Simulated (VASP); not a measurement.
**Mo: single point with PBEsol**

Crystal: Mo.

```
Mo
1.0
    -1.57100    1.65348    1.57100
     1.57100   -1.65348    1.57100
     1.57100    1.65348   -1.57100
Mo
1
Direct
  0.00000 0.00000 0.00000
```

This cell differs from its parent crystal: strain +0.0525 x Voigt [0, 1, 0, 0, 0, 0].

| Item | Value |
| --- | --- |
| Program | VASP 6.6.1 |
| Task | single point |
| Functional | PBEsol |
| Potentials or basis | VASP PAW PBE potentials, release 64 (Mo_sv) |
| Cutoff | 520 eV |
| k mesh | 22 × 22 × 22 |
| Occupations | gaussian, width 0.15 eV |
| Spin | no spin polarisation |
| Dipole correction | no |
| Further INCAR settings | ALGO = Fast; EDIFF = 1e-07; NBANDS = 13 |

- Pressure: -14.7 GPa
- Band gap on the k mesh: zero (bands 7 and 8 overlap by 4.67 eV)

Stress tensor (GPa, compression positive):
```
-10.21   0.00   0.00
  0.00 -23.60   0.00
  0.00   0.00 -10.21
```

Levels at points of the mesh, in eV from the Fermi level:
| k point | band 5 | band 6 | band 7 | band 8 | band 9 | band 10 |
| --- | --- | --- | --- | --- | --- | --- |
| (0.00, 0.00, 0.00) | -7.12 | -1.43 | -1.43 | -0.89 | 1.22 | 1.89 |
| (0.50, 0.00, 0.00) | -5.06 | -2.99 | 1.20 | 1.35 | 2.24 | 4.43 |
| (0.00, 0.50, 0.00) | -5.12 | -3.56 | 1.73 | 2.05 | 2.43 | 4.57 |
| (0.50, 0.50, 0.50) | -5.19 | -5.06 | 3.67 | 3.85 | 3.85 | 7.84 |

Run time: 67 s on 1 thread of Intel(R) Xeon(R) 6975P-C (Granite Rapids), on a shared host, peak memory 0.28 GiB.

Caveat: the cell differs from its parent crystal (strain +0.0525 x Voigt [0, 1, 0, 0, 0, 0]); the stress differs along the axes, from -24 to -10 GPa; the PAW data sets were made with another functional, which shifts forces and pressure a little.
